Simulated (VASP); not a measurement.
Input of a VASP 6.6.1 run:

The input INCAR:

```
SYSTEM = SnSe2
PREC = Accurate
ENCUT = 520
EDIFF = 1E-6
ISMEAR = 0
SIGMA = 0.05
LREAL = .FALSE.
LASPH = .TRUE.
NELM = 60
ALGO = Normal
ISIF = 2
LWAVE = .FALSE.
LCHARG = .TRUE.
GGA = PE
LELF = .TRUE.
LVHAR = .TRUE.
NBANDS = 20
NELECT = 26.25
```

KPOINTS

```
Automatic mesh
0
G
  9 9 6
  0 0 0
```

Contents of POSCAR:

```
SnSe2
1.0
    3.8110000000      0.0000000000      0.0000000000
   -1.9055000000      3.3004228138      0.0000000000
    0.0000000000      0.0000000000      6.1360000000
Sn Se
1 2
Direct
    0.0000000000      0.0000000000      0.0000000000
    0.3333333333      0.6666666667      0.2490000000
    0.6666666667      0.3333333333      0.7510000000
```

Potentials or basis: VASP PAW PBE potentials, release 64 (Sn_d, Se).

Command:

```console
$ cat potpaw_PBE.64/Sn_d/POTCAR potpaw_PBE.64/Se/POTCAR > POTCAR
$ mpirun -np 1 vasp_std > vasp.out
```

Estimate the largest force.

0.954 eV/Å.

Forces in eV/Å, atoms in the order of the input:
```
Sn   0.000  0.000  0.000
Se   0.000  0.000  0.954
Se   0.000  0.000 -0.954
```

Caveat: the cell carries a net charge on a neutralising background, which shifts energy and pressure.
